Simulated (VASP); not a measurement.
**Mg: single point with r2SCAN**

The system is Mg.

```
Mg
1.0
    -1.82467    1.82467    1.82467
     1.82467   -1.82467    1.82467
     1.82467    1.82467   -1.82467
Mg
1
Direct
  0.00000 0.00000 0.00000
```

This isn't the form of Mg at room conditions, which is hcp.

```json
{
  "Program": "VASP 6.6.1",
  "Task": "single point",
  "Functional": "r2SCAN",
  "Potentials or basis": "VASP PAW PBE potentials, release 64 (Mg)",
  "Cutoff": "520 eV",
  "k mesh": "14 × 14 × 14",
  "Occupations": "fermi-dirac, width 0.1 eV",
  "Spin": "no spin polarisation"
}
```

```json
{"Pressure": "-2.8 GPa", "Band gap on the k mesh": "zero (bands 1 and 2 overlap by 4.83 eV)"}
```

Levels at points of the mesh, in eV from the Fermi level:
| k point | band 1 | band 2 | band 3 | band 4 |
| --- | --- | --- | --- | --- |
| (0.00, 0.00, 0.00) | -7.20 | 13.47 | 13.47 | 13.47 |
| (0.50, 0.00, 0.00) | -1.64 | -0.92 | 8.91 | 9.58 |
| (0.50, 0.50, 0.50) | 3.91 | 3.91 | 3.91 | 4.09 |

It took 100 s on 1 thread of AMD EPYC 7R13, with other jobs on the host, peak memory 0.12 GiB.

Caveat: the PAW data sets were made with another functional, which shifts forces and pressure a little.
